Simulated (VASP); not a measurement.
# Ta (I4/mmm) in VASP: notebook

The runs below take Ta through single point, with PBE.

Everything below comes from runs of VASP 6.6.1. Logs are shortened: lines on timing, memory, paths and dates and some standing lists are left out, and cuts for length are marked.

### 1 The cell of the first run

It takes space group I4/mmm (No. 139, tetragonal). Conventional cell: a = 3.452 Å, b = 3.452 Å, c = 3.239 Å, α = 90.00°, β = 90.00°, γ = 90.00°. Ta (site symmetry 4/mmm) has 14 Ta at 2.93 to 3.45 Å within 3.9 Å.

### 2 Single point, PBE (biaxial strain in the a-b plane: +4.0 %)

INCAR reads:

```
ALGO     = Fast           # electronic algorithm
EDIFF    = 1E-7           # SCF threshold, eV
ENCUT    = 520            # plane-wave cutoff, eV
GGA      = PE             # functional
ISIF     = 2              # what is computed and relaxed
ISMEAR   = 0              # smearing method
LASPH    = T              # aspherical terms in the spheres
LCHARG   = F              # write CHGCAR
LREAL    = F              # projectors in reciprocal space
LWAVE    = F              # write WAVECAR
NBANDS   = 18             # bands
NELM     = 60             # most SCF steps
PREC     = Accurate       # precision mode
SIGMA    = 0.1            # smearing width, eV
```

KPOINTS reads:

```
k-points
0
Gamma
  16 16 16
```

POSCAR reads:

```
Ta
1.0
    3.4518248856      0.0000000000      0.0000000000
    0.0000000000      3.4518248856      0.0000000000
    0.0000000000      0.0000000000      3.2394048927
Ta
2
Direct
    0.0000000000      0.0000000000      0.0000000000
    0.5000000000      0.5000000000      0.5000000000
```

Potentials or basis: VASP PAW PBE potentials, release 64 (Ta_pv).

Launch:

```bash
> cat potpaw_PBE.64/Ta_pv/POTCAR > POTCAR
> mpirun -np 1 vasp_std > vasp.out
```

OUTCAR:

```text
EDIFF = 1E-7
   ENCUT = 520
   GGA = PE
   ISIF = 2
   ISMEAR = 0
   LASPH = T
   LREAL = F
   NELM = 60
   PREC = Accurate

 ion  position               nearest neighbor table
   1  0.000  0.000  0.000-   2 2.93   2 2.93   2 2.93   2 2.93   2 2.93   2 2.93   2 2.93   2 2.93

   2  0.500  0.500  0.500-   1 2.93   1 2.93   1 2.93   1 2.93   1 2.93   1 2.93   1 2.93   1 2.93

  LATTYP: Found a simple tetragonal cell.
 ALAT       =     3.4518248856
 C/A-ratio  =     0.9384615385

  Lattice vectors:

 A1 = (   3.4518248856,   0.0000000000,   0.0000000000)
 A2 = (   0.0000000000,   3.4518248856,   0.0000000000)
 A3 = (   0.0000000000,   0.0000000000,   3.2394048927)

Analysis of symmetry for initial positions (statically):
=====================================================================
 Subroutine PRICEL returns following result:

  LATTYP: Found a body centered tetragonal cell.
 ALAT       =     3.4518248856
 C/A-ratio  =     0.9384615385

  Lattice vectors:

 A1 = (  -1.7259124428,  -1.7259124428,  -1.6197024464)
 A2 = (   1.7259124428,   1.7259124428,  -1.6197024464)
 A3 = (   1.7259124428,  -1.7259124428,   1.6197024464)

   2 primitive cells build up your supercell.

 Routine SETGRP: Setting up the symmetry group for a
 simple tetragonal supercell.

 Subroutine GETGRP returns: Found 16 space group operations
 (whereof 16 operations were pure point group operations)
 out of a pool of 16 trial point group operations.

The static configuration has the point symmetry D_4h.

Analysis of symmetry for dynamics (positions and initial velocities):
=====================================================================
 Subroutine PRICEL returns following result:

  LATTYP: Found a body centered tetragonal cell.
 ALAT       =     3.4518248856
 C/A-ratio  =     0.9384615385

  Lattice vectors:

 A1 = (  -1.7259124428,  -1.7259124428,  -1.6197024464)
 A2 = (   1.7259124428,   1.7259124428,  -1.6197024464)
 A3 = (   1.7259124428,  -1.7259124428,   1.6197024464)

   2 primitive cells build up your supercell.

 Routine SETGRP: Setting up the symmetry group for a
 simple tetragonal supercell.

 Subroutine GETGRP returns: Found 16 space group operations
 (whereof 16 operations were pure point group operations)
 out of a pool of 16 trial point group operations.

The dynamic configuration has the point symmetry D_4h.

 Subroutine INISYM returns: Found 16 space group operations
 (whereof 16 operations are pure point group operations),
 and found     2 'primitive' translations

----------------------------------------------------------------------------------------

                                     Primitive cell

  volume of cell :      19.2989

  direct lattice vectors                    reciprocal lattice vectors
    -1.725912443 -1.725912443 -1.619702446     0.000000000 -0.289701834 -0.308698676
     1.725912443  1.725912443 -1.619702446     0.289701834  0.000000000 -0.308698676
     1.725912443 -1.725912443  1.619702446     0.289701834 -0.289701834  0.000000000

  length of vectors
     2.929331585  2.929331585  2.929331585     0.423346223  0.423346223  0.409700263

  position of ions in fractional coordinates (direct lattice)
     0.000000000  0.000000000  0.000000000

  ion indices of the primitive-cell ions
   primitive index   ion index
                 1           1

----------------------------------------------------------------------------------------

 KPOINTS: k-points

Automatic generation of k-mesh.
 Grid dimensions read from file:
 generate k-points for:   16   16   16

 Generating k-lattice:

  Cartesian coordinates                     Fractional coordinates (reciprocal lattice)
     0.018106365  0.000000000  0.000000000     0.062500000  0.000000000  0.000000000
     0.000000000  0.018106365  0.000000000     0.000000000  0.062500000  0.000000000
     0.000000000  0.000000000  0.019293667     0.000000000  0.000000000  0.062500000

  Length of vectors
     0.018106365  0.018106365  0.019293667

  Shift w.r.t. Gamma in fractional coordinates (k-lattice)
     0.000000000  0.000000000  0.000000000

 Subroutine IBZKPT returns following result:
 ===========================================

 Found    405 irreducible k-points:

 Following reciprocal coordinates:
            Coordinates               Weight
  0.000000  0.000000  0.000000      1.000000
  0.062500  0.000000  0.000000      4.000000
  0.125000  0.000000  0.000000      4.000000
  0.187500  0.000000  0.000000      4.000000
  0.250000  0.000000  0.000000      4.000000
  0.312500  0.000000  0.000000      4.000000
[... 16 lines left out ...]
  0.437500  0.125000  0.000000      8.000000
  0.500000  0.125000  0.000000      4.000000
 [... further k-points ...]
   k-points           NKPTS =    405   k-points in BZ     NKDIM =    405   number of bands    NBANDS=     18
   number of dos      NEDOS =    301   number of ions     NIONS =      2
   total plane-waves  NPLWV =  18816
   dimension x,y,z NGX =    28 NGY =   28 NGZ =   24
   dimension x,y,z NGXF=    56 NGYF=   56 NGZF=   48
   ions per type =               2
   NGX,Y,Z   is equivalent  to a cutoff of  13.49, 13.49, 12.32 a.u.
   NGXF,Y,Z  is equivalent  to a cutoff of  26.97, 26.97, 24.63 a.u.
 SYSTEM =  unknown system
   PREC   = accura    normal or accurate (medium, high low for compatibility)
   ISTART =      0    job   : 0-new  1-cont  2-samecut
   ICHARG =      2    charge: 1-file 2-atom 10-const
   ISPIN  =      1    spin polarized calculation?
   LNONCOLLINEAR =      F non collinear calculations
   LSORBIT =      F    spin-orbit coupling
   LASPH  =      T    aspherical Exc in radial PAW
   ENCUT  =  520.0 eV  38.22 Ry    6.18 a.u.   6.42  6.42  6.02*2*pi/ulx,y,z
   NELM   =     60;   NELMIN=  2; NELMDL= -5     # of ELM steps
   EDIFF  = 0.1E-06   stopping-criterion for ELM
   LREAL  =      F    real-space projection
   EDIFFG = 0.1E-05   stopping-criterion for IOM
   NSW    =      0    number of steps for IOM
   IBRION =     -1    ionic relax: 0-MD 1-quasi-New 2-CG
   NFREE  =      0    steps in history (QN), initial steepest desc. (CG)
   ISIF   =      2    stress and relaxation
   ISYM   =      2    0-nonsym 1-usesym 2-fastsym
   POTIM  = 0.5000    time-step for ionic-motion
   TEBEG  =    0.0;   TEEND  =   0.0 temperature during run
   PSTRESS=    0.0 pullay stress
   NELECT =      22.0000    total number of electrons
   NUPDOWN=      -1.0000    fix difference up-down
   EMIN   =  10.00;   EMAX   =-10.00  energy-range for DOS
   EFERMI =   0.00;   METHOD = LEGACY
   ISMEAR =     0;   SIGMA  =   0.10  broadening in eV -4-tet -1-fermi 0-gaus
   EFERMI_NEDOS =   21; number of points for ismear=-14 and -15
   IALGO  =     68    algorithm
   IMIX   =      4    mixing-type and parameters
     AMIX     =   0.40;   BMIX     =  1.00
     AMIX_MAG =   1.60;   BMIX_MAG =  1.00
  volume/ion in A,a.u.               =      19.30       130.24
  Fermi-wavevector in a.u.,A,eV,Ry     =   1.357359  2.565037 25.067703  1.842424
  Thomas-Fermi vector in A             =   2.484284
   LORBIT       =      0    0 simple, 1 ext, 2 COOP (PROOUT), +10 PAW based schemes
   GGA     = PE    functional components
   LHFCALC =     F    Hartree Fock is set to
   AEXX    =    0.0000 exact exchange contribution
   IVDW    =     0    specifies the selected vdW correction
   LEPSILON=     F    determine dielectric tensor
   LRPA    =     F    only Hartree local field effects (RPA)
 non-spin polarized calculation
 RMM-DIIS sequential band-by-band and
 Gauss-broadening in eV      SIGMA  =   0.10
  energy-cutoff  :      520.00
  volume of cell :       38.60
 maximum number of plane-waves:      1060
 NGX is ok and might be reduce to    28
   NGX = 13   NGY = 13   NGZ = 13

 number of electron      22.0000002 magnetization

 Free energy of the ion-electron system (eV)
  ---------------------------------------------------
  ext. energy  EPLUGINS =         0.00000000
  ---------------------------------------------------
  free energy    TOTEN  =       -23.54394323 eV

  energy without entropy =      -23.52973536  energy(sigma->0) =      -23.53683929

 E-fermi :   4.9569     XC(G=0): -12.2689

 val. band max:        4.9527259763   @ k =   0.5000   0.2500   0.0000
 cond. band min:       4.9587700594   @ k =   0.4375   0.3750   0.1250
 fundamental gap:      0.0060440831
 Fermi energy:         4.9569239340

 k-point     1 :       0.0000    0.0000    0.0000
  band No.  band energies     occupation
      1     -29.1005      2.00000
      2     -29.1005      2.00000
      3     -28.9713      2.00000
      4     -28.4108      2.00000
      5     -28.4108      2.00000
      6     -28.3949      2.00000
[... 10 lines left out ...]
     17      11.3976      0.00000
     18      12.4640      0.00000

 k-point     2 :       0.0625    0.0000    0.0000
  band No.  band energies     occupation
      1     -29.0990      2.00000
      2     -29.0938      2.00000
      3     -28.9656      2.00000
      4     -28.4231      2.00000
      5     -28.4173      2.00000
      6     -28.4002      2.00000
[... 10 lines left out ...]
     17      11.0826      0.00000
     18      12.1844      0.00000

 k-point     3 :       0.1250    0.0000    0.0000
  band No.  band energies     occupation
      1     -29.0940      2.00000
      2     -29.0739      2.00000
      3     -28.9488      2.00000
      4     -28.4588      2.00000
      5     -28.4367      2.00000
      6     -28.4161      2.00000
[... 10 lines left out ...]
     17      10.8657      0.00000
     18      11.4947      0.00000

 k-point     4 :       0.1875    0.0000    0.0000
  band No.  band energies     occupation
      1     -29.0842      2.00000
      2     -29.0417      2.00000
      3     -28.9215      2.00000
      4     -28.5144      2.00000
      5     -28.4681      2.00000
      6     -28.4420      2.00000
[... 375 lines left out ...]
      4     -28.7674      2.00000
      5     -28.5757      2.00000
      6     -28.5192      2.00000
[... 10 lines left out ...]
     17       9.5819      0.00000
     18      10.0321      0.00000

 k-point    23 :       0.4375    0.1250    0.0000
  band No.  band energies     occupation
      1     -29.0782      2.00000
      2     -28.9586      2.00000
      3     -28.7292      2.00000
      4     -28.7015      2.00000
      5     -28.6251      2.00000
      6     -28.5748      2.00000
[... 10 lines left out ...]
     17       9.3397      0.00000
     18       9.5222      0.00000

 k-point    24 :       0.5000    0.1250    0.0000
  band No.  band energies     occupation
      1     -29.0250      2.00000
      2     -29.0250      2.00000
      3     -28.6769      2.00000
      4     -28.6769      2.00000
      5     -28.6365      2.00000
      6     -28.6365      2.00000
[... 10 lines left out ...]
     17       9.2482      0.00000
     18       9.2482      0.00000

 [... further k-points ...]
[... 5 lines left out ...]
  --------------------------------------------------------------------------------------
  -------------------------------------------------------------------------------------
  Total       -2.5915361     -2.5915361     -1.4259051      0.0000000      0.0000000      0.0000000
  in kB     -107.5734510   -107.5734510    -59.1886543      0.0000000      0.0000000      0.0000000
  external PRESSURE =     -91.4451854 kB  Pullay stress =       0.0000000 kB

 VOLUME and BASIS-vectors are now :
 -----------------------------------------------------------------------------
  energy-cutoff  :      520.00
  volume of cell :       38.60
      direct lattice vectors                 reciprocal lattice vectors
     3.451824886  0.000000000  0.000000000     0.289701834  0.000000000  0.000000000
     0.000000000  3.451824886  0.000000000     0.000000000  0.289701834  0.000000000
     0.000000000  0.000000000  3.239404893     0.000000000  0.000000000  0.308698676

 POSITION                                       TOTAL-FORCE (eV/Angst)
 -----------------------------------------------------------------------------------
      0.00000      0.00000      0.00000        -0.000000     -0.000000     -0.000000
      1.72591      1.72591      1.61970         0.000000      0.000000      0.000000
 -----------------------------------------------------------------------------------
    total drift:                                0.000000      0.000000      0.000000

  FREE ENERGIE OF THE ION-ELECTRON SYSTEM (eV)
  ---------------------------------------------------
  free  energy   TOTEN  =       -23.5439432268 eV

  energy  without entropy=      -23.5297353569  energy(sigma->0) =      -23.53683929
```

Wall time 1.9 min (1 thread of Intel Xeon 6975P-C (Granite Rapids), shared host); peak memory 0.33 GiB.

What came out:

| Quantity | Value |
| --- | --- |
| Free energy | -23.5439 eV |
| Pressure | -9.1 GPa |
| Band gap on the k mesh | zero (bands 11 and 12 overlap by 2.57 eV) |

Caveat: the cell differs from its parent crystal (biaxial strain in the a-b plane: +4.0 %); the cell stands under tension; spin-orbit coupling is left out, which moves the levels of the heavy elements.

### 3 Single point, PBE (biaxial strain in the a-b plane: +6.0 %)

INCAR reads:

```
SYSTEM = Ta
ALGO     = Fast           ! electronic algorithm
EDIFF    = 1E-6           ! SCF threshold, eV
ENCUT    = 520            ! plane-wave cutoff, eV
GGA      = PE             ! functional
ISIF     = 2              ! what is computed and relaxed
ISMEAR   = 0              ! smearing method
LASPH    = .TRUE.         ! aspherical terms in the spheres
LCHARG   = .FALSE.        ! write CHGCAR
LREAL    = .FALSE.        ! projectors in reciprocal space
LWAVE    = .FALSE.        ! write WAVECAR
NBANDS   = 18             ! bands
NELM     = 60             ! most SCF steps
PREC     = Accurate       ! precision mode
SIGMA    = 0.1            ! smearing width, eV
```

KPOINTS reads:

```
k-points
0
G
  16 16 16
  0 0 0
```

POSCAR reads:

```
Ta
1.0
    3.5182061334      0.0000000000      0.0000000000
    0.0000000000      3.5182061334      0.0000000000
    0.0000000000      0.0000000000      3.1995761440
Ta
2
Direct
    0.0000000000      0.0000000000      0.0000000000
    0.5000000000      0.5000000000      0.5000000000
```

Potentials or basis: VASP PAW PBE potentials, release 64 (Ta_pv).

Launch:

```bash
> cat potpaw_PBE.64/Ta_pv/POTCAR > POTCAR
> mpirun -np 1 vasp_std > vasp.out
```

It took 98 s on 1 thread of Intel Xeon 6975P-C (Granite Rapids), shared host; peak memory 0.33 GiB.

It converged, with:

- Free energy: -23.4490 eV
- Pressure: -12.7 GPa
- Band gap on the k mesh: zero (bands 11 and 12 overlap by 2.48 eV)

Stress tensor (GPa, compression positive):
```
-14.30   0.00   0.00
  0.00 -14.30   0.00
  0.00   0.00  -9.42
```

Levels at points of the mesh, in eV from the Fermi level:
| k point | band 9 | band 10 | band 11 | band 12 | band 13 | band 14 |
| --- | --- | --- | --- | --- | --- | --- |
| (0.00, 0.00, 0.00) | -3.21 | 0.02 | 1.15 | 1.15 | 2.79 | 4.31 |
| (0.50, 0.00, 0.00) | -0.84 | -0.84 | 0.91 | 0.91 | 1.84 | 1.84 |
| (0.50, 0.50, 0.00) | -0.49 | -0.49 | 0.78 | 0.78 | 2.51 | 2.51 |
| (0.00, 0.00, 0.50) | -0.46 | -0.46 | 0.68 | 0.68 | 0.68 | 0.68 |
| (0.50, 0.00, 0.50) | -1.65 | -1.65 | 1.42 | 1.42 | 3.49 | 3.49 |
| (0.50, 0.50, 0.50) | -1.36 | -1.36 | -0.86 | -0.86 | 4.18 | 4.18 |

Caveat: the cell differs from its parent crystal (biaxial strain in the a-b plane: +6.0 %); the cell stands under tension; spin-orbit coupling is left out, which moves the levels of the heavy elements.
